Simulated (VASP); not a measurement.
# InB2As3 (Cmmm) in VASP: notebook

Runs on InB2As3. Level: PBE. Tasks: single point.

Everything below comes from runs of VASP 6.6.1. Logs are shortened: lines on timing, memory, paths and dates and some standing lists are left out, and cuts for length are marked.

**1. The cell of the first run**

The structure is orthorhombic, space group Cmmm (No. 65). Conventional cell: a = 5.017 Å, b = 10.615 Å, c = 3.951 Å, α = 90.00°, β = 90.00°, γ = 90.00°. Within 3.3 Å of In (site symmetry mmm) lie 6 As at 2.51 Å. Within 2.8 Å of B (site symmetry m2m) lie 5 As at 2.12 to 2.57 Å. As (site symmetry m2m) has 3 B at 2.12 to 2.51 Å and 2 In at 2.51 Å within 2.8 Å. As (site symmetry mmm) has 2 In at 2.51 Å and 4 B at 2.57 Å within 3.3 Å.

The cell was generated, and may not be a known phase.

**2. Single point, PBE**

File INCAR:

```
SYSTEM = InB2As3
  PREC = Accurate
  ENCUT = 520
  EDIFF = 1E-7
  ISMEAR = 0
  SIGMA = 0.1
  LREAL = .False.
  LASPH = .True.
  NELM = 80
  ALGO = Normal
  ISIF = 2
  LWAVE = .False.
  LCHARG = .False.
  GGA = PE
  NBANDS = 26
```

File KPOINTS:

```
regular mesh
0
Gamma
  4 4 4
  0 0 0
```

File POSCAR:

```
InB2As3
1.0
    2.5085963500     -5.3073865500      0.0000000000
    2.5085963500      5.3073865500      0.0000000000
    0.0000000000      0.0000000000      3.9505947300
In B As
1 2 3
Direct
    0.0000000000      0.0000000000      0.0000000000
    0.6549724500      0.3450275500      0.5000000000
    0.3450275500      0.6549724500      0.5000000000
    0.1453886600      0.8546113400      0.5000000000
    0.8546113400      0.1453886600      0.5000000000
    0.5000000000      0.5000000000      0.0000000000
```

Potentials or basis: VASP PAW PBE potentials, release 64 (In_d, B, As).

Launch:

```
cat potpaw_PBE.64/In_d/POTCAR potpaw_PBE.64/B/POTCAR potpaw_PBE.64/As/POTCAR > POTCAR
mpirun -np 1 vasp_std > vasp.out
```

OUTCAR:

```text
SYSTEM = InB2As3
   PREC = Accurate
   ENCUT = 520
   EDIFF = 1E-7
   ISMEAR = 0
   LREAL = .False.
   LASPH = .True.
   NELM = 80
   ISIF = 2
   GGA = PE

 ion  position               nearest neighbor table
   1  0.000  0.000  0.000-   4 2.51   5 2.51   4 2.51   5 2.51   6 2.51   6 2.51
   2  0.655  0.345  0.500-   5 2.12   4 2.51   4 2.51
   3  0.345  0.655  0.500-   4 2.12   5 2.51   5 2.51
   4  0.145  0.855  0.500-   3 2.12   1 2.51   1 2.51   2 2.51   2 2.51
   5  0.855  0.145  0.500-   2 2.12   1 2.51   1 2.51   3 2.51   3 2.51
   6  0.500  0.500  0.000-   1 2.51   1 2.51

  LATTYP: Found a base centered orthorhombic cell.
 ALAT       =     5.0171927000
 B/A-ratio  =     2.1156797705
 C/A-ratio  =     0.7874114004

  Lattice vectors:

 A1 = (   2.5085963500,  -5.3073865500,   0.0000000000)
 A2 = (   2.5085963500,   5.3073865500,   0.0000000000)
 A3 = (   0.0000000000,   0.0000000000,   3.9505947300)

Analysis of symmetry for initial positions (statically):
=====================================================================
 Subroutine PRICEL returns:
 Original cell was already a primitive cell.

 Routine SETGRP: Setting up the symmetry group for a
 base centered orthorhombic supercell.

 Subroutine GETGRP returns: Found  8 space group operations
 (whereof  8 operations were pure point group operations)
 out of a pool of  8 trial point group operations.

The static configuration has the point symmetry D_2h.

Analysis of symmetry for dynamics (positions and initial velocities):
=====================================================================
 Subroutine PRICEL returns:
 Original cell was already a primitive cell.

 Routine SETGRP: Setting up the symmetry group for a
 base centered orthorhombic supercell.

 Subroutine GETGRP returns: Found  8 space group operations
 (whereof  8 operations were pure point group operations)
 out of a pool of  8 trial point group operations.

The dynamic configuration has the point symmetry D_2h.

 Subroutine INISYM returns: Found  8 space group operations
 (whereof  8 operations are pure point group operations),
 and found     1 'primitive' translations

----------------------------------------------------------------------------------------

                                     Primitive cell

  volume of cell :     105.1972
[... 93 lines left out ...]
   EDIFF  = 0.1E-06   stopping-criterion for ELM
   LREAL  =      F    real-space projection
   EDIFFG = 0.1E-05   stopping-criterion for IOM
   NSW    =      0    number of steps for IOM
   IBRION =     -1    ionic relax: 0-MD 1-quasi-New 2-CG
   NFREE  =      0    steps in history (QN), initial steepest desc. (CG)
   ISIF   =      2    stress and relaxation
   ISYM   =      2    0-nonsym 1-usesym 2-fastsym
   POTIM  = 0.5000    time-step for ionic-motion
   TEBEG  =    0.0;   TEEND  =   0.0 temperature during run
   PSTRESS=    0.0 pullay stress
   NELECT =      34.0000    total number of electrons
   NUPDOWN=      -1.0000    fix difference up-down
   EMIN   =  10.00;   EMAX   =-10.00  energy-range for DOS
   EFERMI =   0.00;   METHOD = LEGACY
   ISMEAR =     0;   SIGMA  =   0.10  broadening in eV -4-tet -1-fermi 0-gaus
   EFERMI_NEDOS =   21; number of points for ismear=-14 and -15
   IALGO  =     38    algorithm
   IMIX   =      4    mixing-type and parameters
     AMIX     =   0.40;   BMIX     =  1.00
     AMIX_MAG =   1.60;   BMIX_MAG =  1.00
  volume/ion in A,a.u.               =      17.53       118.32
  Fermi-wavevector in a.u.,A,eV,Ry     =   1.123483  2.123075 17.173462  1.262214
  Thomas-Fermi vector in A             =   2.260149
   LORBIT       =      0    0 simple, 1 ext, 2 COOP (PROOUT), +10 PAW based schemes
   GGA     = PE    functional components
   LHFCALC =     F    Hartree Fock is set to
   AEXX    =    0.0000 exact exchange contribution
   IVDW    =     0    specifies the selected vdW correction
   LEPSILON=     F    determine dielectric tensor
   LRPA    =     F    only Hartree local field effects (RPA)
 non-spin polarized calculation
 Gauss-broadening in eV      SIGMA  =   0.10
  energy-cutoff  :      520.00
  volume of cell :      105.20
 maximum number of plane-waves:      2876
 NGX is ok and might be reduce to    48
   NGX = 21   NGY = 21   NGZ = 15

 number of electron      34.0000001 magnetization

 Free energy of the ion-electron system (eV)
  ---------------------------------------------------
  ext. energy  EPLUGINS =         0.00000000
  ---------------------------------------------------
  free energy    TOTEN  =       -23.65520961 eV

  energy without entropy =      -23.65032108  energy(sigma->0) =      -23.65276535

 E-fermi :   5.8390     XC(G=0): -10.2543

 val. band max:        5.8112925773   @ k =   0.2500   0.2500   0.0000
 cond. band min:       5.9584178050   @ k =   0.5000  -0.0000   0.0000
 fundamental gap:      0.1471252277
 Fermi energy:         5.8390435879

 k-point     1 :       0.0000    0.0000    0.0000
  band No.  band energies     occupation
      1      -9.7623      2.00000
      2      -9.4257      2.00000
      3      -9.3099      2.00000
      4      -9.1662      2.00000
      5      -9.1349      2.00000
      6      -8.2349      2.00000
[... 598 lines left out ...]
     25      12.0733      0.00000
     26      12.5372      0.00000

------------------------ aborting loop because EDIFF is reached ----------------------------------------

  FORCE on cell =-STRESS in cart. coord.  units (eV):
  Direction    XX          YY          ZZ          XY          YZ          ZX
  --------------------------------------------------------------------------------------
  -------------------------------------------------------------------------------------
  Total        5.7854171      1.5186083      9.1283915      0.0000000      0.0000000      0.0000000
  in kB       88.1132617     23.1287607    139.0275472      0.0000000      0.0000000      0.0000000
  external PRESSURE =      83.4231899 kB  Pullay stress =       0.0000000 kB

 VOLUME and BASIS-vectors are now :
 -----------------------------------------------------------------------------
  energy-cutoff  :      520.00
  volume of cell :      105.20
      direct lattice vectors                 reciprocal lattice vectors
     2.508596350 -5.307386550  0.000000000     0.199314649 -0.094208326  0.000000000
     2.508596350  5.307386550  0.000000000     0.199314649  0.094208326  0.000000000
     0.000000000  0.000000000  3.950594730     0.000000000  0.000000000  0.253126445

 POSITION                                       TOTAL-FORCE (eV/Angst)
 -----------------------------------------------------------------------------------
      0.00000      0.00000      0.00000         0.000000      0.000000      0.000000
      2.50860     -1.64500      1.97530         0.000000      0.572547      0.000000
      2.50860      1.64500      1.97530         0.000000     -0.572547      0.000000
      2.50860      3.76412      1.97530         0.000000     -3.469915      0.000000
      2.50860     -3.76412      1.97530         0.000000      3.469915      0.000000
      2.50860      0.00000      0.00000         0.000000      0.000000      0.000000
 -----------------------------------------------------------------------------------
    total drift:                               -0.000000      0.000000      0.000000

  FREE ENERGIE OF THE ION-ELECTRON SYSTEM (eV)
  ---------------------------------------------------
  free  energy   TOTEN  =       -23.6552096127 eV

  energy  without entropy=      -23.6503210843  energy(sigma->0) =      -23.65276535
```

Run time: 42 s. Hardware: 1 thread of Intel Xeon 6975P-C (Granite Rapids), shared host; peak memory 0.27 GiB.

Results:

```
Free energy            : -23.6552 eV
Pressure               : 8.3 GPa
Largest force          : 3.470 eV/Å
Band gap on the k mesh : zero (bands 17 and 18 overlap by 1.57 eV)
```

Forces on the atoms (eV/Å):
```
In   0.000  0.000  0.000
B    0.000  0.573  0.000
B    0.000 -0.573  0.000
As   0.000 -3.470  0.000
As   0.000  3.470  0.000
As   0.000  0.000  0.000
```

Stress tensor (GPa, compression positive):
```
 8.81  0.00  0.00
 0.00  2.31  0.00
 0.00  0.00 13.90
```

Caveat: the k points lie up to 0.40 Å⁻¹ apart, too coarse for converged energies and pressures of a metal; spin-orbit coupling is left out, which moves the levels of the heavy elements; forces of over 1 eV/Å act on the atoms, so gaps and moduli don't describe the material at rest.

**3. Single point, PBE**

This run uses another cell than the first one, of 18.47 Å³/atom.

File INCAR:

```
  ALGO = Normal
  EDIFF = 1E-7
  ENCUT = 520
  GGA = PE
  ISIF = 2
  ISMEAR = 0
  LASPH = T
  LCHARG = F
  LREAL = F
  LWAVE = F
  NBANDS = 26
  NELM = 60
  PREC = Accurate
  SIGMA = 0.1
```

File KPOINTS:

```
k-points
0
Gamma
  4 4 4
```

File POSCAR:

```
InB2As3
1.0
    2.7990034328     -5.1875744759      0.0000000000
    2.7990034328      5.1875744759      0.0000000000
    0.0000000000      0.0000000000      3.8169821667
In B As
1 2 3
Direct
    0.0000000000      0.0000000000      0.0000000000
    0.6191878124      0.3808121876      0.5000000000
    0.3808121876      0.6191878124      0.5000000000
    0.1897159449      0.8102840551      0.5000000000
    0.8102840551      0.1897159449      0.5000000000
    0.5000000000      0.5000000000      0.0000000000
```

Potentials or basis: VASP PAW PBE potentials, release 64 (In_d, B, As).

Launch:

```
cat potpaw_PBE.64/In_d/POTCAR potpaw_PBE.64/B/POTCAR potpaw_PBE.64/As/POTCAR > POTCAR
mpirun -np 1 vasp_std > vasp.out
```

Run time: 37 s. Hardware: 1 thread of Intel Xeon 6975P-C (Granite Rapids), shared host; peak memory 0.27 GiB.

It converged, with:

```
Free energy            : -25.2936 eV
Pressure               : 0.2 GPa
Largest force          : 0.054 eV/Å
Band gap on the k mesh : zero (bands 17 and 18 overlap by 1.49 eV)
```

Forces in eV/Å, atoms in the order of the input:
```
In   0.000  0.000  0.000
B    0.000  0.026  0.000
B    0.000 -0.026  0.000
As   0.000  0.054  0.000
As   0.000 -0.054  0.000
As   0.000  0.000  0.000
```

Stress tensor (GPa, compression positive):
```
 0.35  0.00  0.00
 0.00  0.41  0.00
 0.00  0.00 -0.13
```

Levels at points of the mesh, in eV from the Fermi level:
| k point | band 13 | band 14 | band 15 | band 16 | band 17 | band 18 | band 19 | band 20 | band 21 | band 22 |
| --- | --- | --- | --- | --- | --- | --- | --- | --- | --- | --- |
| (0.00, 0.00, 0.00) | -4.04 | -1.42 | -1.10 | -0.38 | 0.35 | 0.83 | 1.70 | 1.84 | 3.20 | 3.93 |
| (0.50, 0.00, 0.00) | -1.78 | -1.58 | -1.24 | -1.23 | -0.39 | 0.49 | 1.16 | 1.37 | 1.59 | 3.42 |
| (0.50, 0.50, 0.00) | -2.64 | -2.37 | -1.92 | -1.40 | -0.48 | -0.21 | 0.53 | 2.99 | 3.12 | 3.77 |
| (0.00, 0.00, 0.50) | -4.20 | -3.84 | -3.06 | -2.68 | -1.61 | -0.91 | 1.42 | 3.27 | 3.64 | 3.65 |
| (0.50, 0.00, 0.50) | -3.56 | -3.49 | -1.54 | -0.79 | -0.40 | -0.21 | 1.71 | 2.31 | 2.86 | 2.91 |
| (0.50, 0.50, 0.50) | -4.30 | -3.50 | -3.18 | -1.52 | -0.15 | 0.04 | 1.58 | 2.08 | 2.63 | 3.85 |

Caveat: the k points lie up to 0.41 Å⁻¹ apart, too coarse for converged energies and pressures of a metal; spin-orbit coupling is left out, which moves the levels of the heavy elements.

The gap in the log of VASP goes by the Fermi energy; the results here count the filled bands.